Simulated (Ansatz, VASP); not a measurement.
Two plane-wave programs on Y

```
CELL_PARAMETERS angstrom
0.00000 2.52849 2.52849
2.48500 0.04349 2.48500
2.48500 2.48500 0.04349
ATOMIC_POSITIONS crystal
Y 0.00000 0.00000 0.00000
```

Change from the starting cell: strain +0.0350 x Voigt [0, 0, 0, 1, 0, 0], atoms carried along.

Alike in both runs: task single point; functional r2SCAN; k mesh 16 × 16 × 16; occupations gaussian, width 0.15 eV; no spin polarisation.

|  | VASP | Ansatz |
| --- | --- | --- |
| version | VASP 6.6.1 | Ansatz 0.2.0 |
| potentials or method | VASP PAW PBE potentials, release 64 (Y_sv), cutoff 520 eV | scalar-relativistic, plane waves, PAW |
| valence electrons in the cell | 11 | 11 |

```tsv
	VASP	Ansatz	Ansatz less VASP
gap on the k mesh at the Fermi level (eV)	none	none	-
pressure (GPa)	3.5	3.4	-0.08
traceless stress, the component that is largest in VASP (GPa)	-1.16	-1.16	-0.001
```

VASP's potentials were made for PBE, not for r2SCAN. A gap of «none» marks a metal or a gap that the smearing closes. With one functional, cell and mesh, what is left measures potentials, basis and numerics.
